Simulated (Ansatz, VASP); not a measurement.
In3Se in VASP and in Ansatz

INCAR

```
SYSTEM = In3Se
PREC     = Accurate       ! precision mode
ENCUT    = 520            ! plane-wave cutoff, eV
EDIFF    = 1E-7           ! SCF threshold, eV
ISMEAR   = 0              ! smearing method
SIGMA    = 0.1            ! smearing width, eV
LREAL    = .FALSE.        ! projectors in reciprocal space
LASPH    = .TRUE.         ! aspherical terms in the spheres
NELM     = 60             ! most SCF steps
ALGO     = Normal         ! electronic algorithm
ISIF     = 2              ! what is computed and relaxed
LWAVE    = .FALSE.        ! write WAVECAR
LCHARG   = .FALSE.        ! write CHGCAR
GGA      = PE             ! functional
NBANDS   = 30             ! bands
```

The input KPOINTS:

```
regular mesh
0
G
  8 8 8
  0 0 0
```

The input POSCAR:

```
In3Se
1.0
    4.8037580000      0.0000000000      0.0000000000
    0.0000000000      4.8037580000      0.0000000000
    0.0000000000      0.0000000000      4.8037580000
In Se
3 1
Direct
    0.0000000000      0.5000000000      0.5000000000
    0.5000000000      0.0000000000      0.5000000000
    0.5000000000      0.5000000000      0.0000000000
    0.0000000000      0.0000000000      0.0000000000
```

Input for Ansatz:

```yaml
crystal:
  lattice:
    - [4.803758, 0.0, 0.0]
    - [0.0, 4.803758, 0.0]
    - [0.0, 0.0, 4.803758]
  atoms:
    - { symbol: In, position: [0.0, 0.5, 0.5] }
    - { symbol: In, position: [0.5, 0.0, 0.5] }
    - { symbol: In, position: [0.5, 0.5, 0.0] }
    - { symbol: Se, position: [0.0, 0.0, 0.0] }
basis:
  ecutwfc: 420
kpoints:
  mp_grid: { grid: [8, 8, 8] }
hamiltonian:
  xc: pbe
scf:
  occupations: { method: gaussian, width: 0.1 }
output:
  forces: true
  stress: true
  eigenvalues: true
```

Alike in both runs: task single point; functional PBE; k mesh 8 × 8 × 8; occupations gaussian, width 0.1 eV; no spin polarisation.

|  | VASP | Ansatz |
| --- | --- | --- |
| version | VASP 6.6.1 | Ansatz 0.2.0 |
| potentials or method | VASP PAW PBE potentials, release 64 (In_d, Se), cutoff 520 eV | scalar-relativistic, plane waves, PAW |
| valence electrons in the cell | 45 | 55 |

|  | VASP | Ansatz | Ansatz less VASP |
| --- | --- | --- | --- |
| gap on the k mesh at the Fermi level (eV) | none | none | - |
| pressure (GPa) | -0.3 | -0.3 | +0.02 |

A gap of «none» marks a metal or a gap that the smearing closes. With one functional, cell and mesh, what is left measures potentials, basis and numerics. VASP's potentials hold 45 valence electrons a cell and Ansatz's 55, so a difference there can come from the potentials and not from the codes.
